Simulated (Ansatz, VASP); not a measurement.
# Two plane-wave programs on TePb

File POSCAR:

```
TePb
1.0
    4.0126264478      0.0000000000      0.0000000000
    0.0000000000      4.0126264478      0.0000000000
    0.0000000000      0.0000000000      4.0126264478
Te Pb
1 1
Direct
    0.5000000000      0.5000000000      0.5000000000
    0.0000000000      0.0000000000      0.0000000000
```

INCAR.step1

```
SYSTEM = TePb
PREC = Accurate
ENCUT = 520
ISMEAR = 0
SIGMA = 0.05
LREAL = .False.
LASPH = .True.
NELM = 80
NBANDS = 17
GGA = PE
ALGO = Normal
EDIFF = 1E-4
LWAVE = .True.
LCHARG = .False.
```

File INCAR.step2:

```
SYSTEM = TePb
PREC = Accurate
ENCUT = 520
EDIFF = 1E-6
ISMEAR = 0
SIGMA = 0.05
LREAL = .False.
LASPH = .True.
NELM = 80
ALGO = Normal
ISIF = 2
LWAVE = .False.
LCHARG = .False.
METAGGA = R2SCAN
LMIXTAU = .True.
IVDW = 12
VDW_S6 = 1.0
VDW_S8 = 0.78981345
VDW_A1 = 0.49484001
VDW_A2 = 5.73083694
NBANDS = 17
ISTART = 1
```

Contents of KPOINTS:

```
regular mesh
0
Gamma
  8 8 8
  0 0 0
```

Input for Ansatz:

```yaml
crystal:
  lattice:
    - [4.0126264478, 0.0, 0.0]
    - [0.0, 4.0126264478, 0.0]
    - [0.0, 0.0, 4.0126264478]
  atoms:
    - { symbol: Te, position: [0.5, 0.5, 0.5] }
    - { symbol: Pb, position: [0.0, 0.0, 0.0] }
basis:
  ecutwfc: 500
  ecutrho_ratio: 4
kpoints:
  mp_grid: { grid: [8, 8, 8] }
hamiltonian:
  xc: r2scan
  dispersion: d3bj
scf:
  occupations: { method: gaussian, width: 0.05 }
output:
  forces: true
  stress: true
  eigenvalues: true
```

Alike in both runs: task single point; functional r2SCAN; dispersion D3(BJ); k mesh 8 × 8 × 8; occupations gaussian, width 0.05 eV; no spin polarisation.

```csv
,VASP,Ansatz
version,VASP 6.6.1,Ansatz 0.2.0
potentials or method,"VASP PAW PBE potentials, release 64 (Te, Pb_d), cutoff 520 eV","scalar-relativistic, plane waves, PAW"
valence electrons in the cell,20,30
```

|  | VASP | Ansatz | Ansatz less VASP |
| --- | --- | --- | --- |
| gap on the k mesh at the Fermi level (eV) | none | none | - |
| pressure (GPa) | -1.3 | -1.3 | +0.01 |

VASP's potentials were made for PBE, not for r2SCAN. A gap of «none» marks a metal or a gap that the smearing closes. VASP's potentials hold 20 valence electrons a cell and Ansatz's 30, so a difference there can come from the potentials and not from the codes. Ansatz's warnings: dispersion damping borrowed.

Neither program's run includes spin-orbit coupling.
